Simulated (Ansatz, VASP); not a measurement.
# One calculation of Cs, two programs

INCAR

```
ALGO = Normal
EDIFF = 1E-6
ENCUT = 520
ISIF = 2
ISMEAR = -1
LASPH = True
LCHARG = True
LELF = True
LREAL = False
LVHAR = True
LWAVE = False
NBANDS = 16
NELM = 100
PREC = Accurate
SIGMA = 0.1
```

The input KPOINTS:

```
k-points
0
Gamma
  9 9 5
```

File POSCAR:

```
Cs
1.0
    4.3458252856      0.0000000000      0.0000000000
   -2.1729126428      3.7635950978      0.0000000000
    0.0000000000      0.0000000000      7.0402369627
Cs
2
Direct
    0.3333333333      0.6666666667      0.2500000000
    0.6666666667      0.3333333333      0.7500000000
```

Input for Ansatz:

```yaml
crystal:
  lattice:
    - [4.3458252856, 0.0, 0.0]
    - [-2.1729126428, 3.7635950978, 0.0]
    - [0.0, 0.0, 7.0402369627]
  atoms:
    - { symbol: Cs, position: [0.3333333333, 0.6666666667, 0.25] }
    - { symbol: Cs, position: [0.6666666667, 0.3333333333, 0.75] }
kpoints:
  mp_grid: { grid: [9, 9, 5] }
scf:
  occupations: { method: fermi_dirac, width: 0.1 }
hamiltonian:
  xc: lda
  pseudopotentials: { kind: all_electron, lapw: { basis_error: 0.001 } }
output:
  forces: true
  stress: true
  eigenvalues: true
  populations: true
```

Change from the starting cell: volume scaled by 0.6, LAPW.

Alike in both runs: task single point; functional LDA; k mesh 9 × 9 × 5; occupations fermi-dirac, width 0.1 eV; no spin polarisation.

```csv
,VASP,Ansatz
version,VASP 6.6.1,Ansatz 0.2.0
potentials or method,"VASP PAW LDA potentials, release 64 (Cs_sv), cutoff 520 eV","all-electron LAPW, scalar-relativistic"
```

```tsv
	VASP	Ansatz	Ansatz less VASP
pressure (GPa)	2.3	2.3	+0.02
traceless stress, the component that is largest in VASP (GPa)	0.08	0.08	0.000
```

LDA's correlation is that of Perdew and Zunger in VASP and of Perdew and Wang (1992) in Ansatz. Ansatz ran all-electron here, and VASP with PAW potentials.

Neither program's run includes spin-orbit coupling.
